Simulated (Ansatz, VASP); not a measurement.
TePb: VASP beside Ansatz

```xyz
2
Lattice="0.0000 3.2270 3.2270 3.2270 0.0000 3.2270 3.2270 3.2270 0.0000" Properties=species:S:1:pos:R:3 pbc="T T T"
Te    3.2270    3.2270    3.2270
Pb    0.0000    0.0000    0.0000
```

Alike in both runs: task single point; functional PBE; k mesh 10 × 10 × 10; occupations fermi-dirac, width 0.03 eV; no spin polarisation.

|  | VASP | Ansatz |
| --- | --- | --- |
| version | VASP 6.6.1 | Ansatz 0.2.0 |
| potentials or method | VASP PAW PBE potentials, release 64 (Te, Pb_d), cutoff 520 eV | all-electron LAPW, scalar-relativistic |

Ansatz gave:

```
pressure (GPa) : 2.3
```

Question: Estimate VASP's values.

Answer: Pressure (GPa): 2.2.

Ansatz ran all-electron here, and VASP with PAW potentials.

Spin-orbit coupling is off throughout.
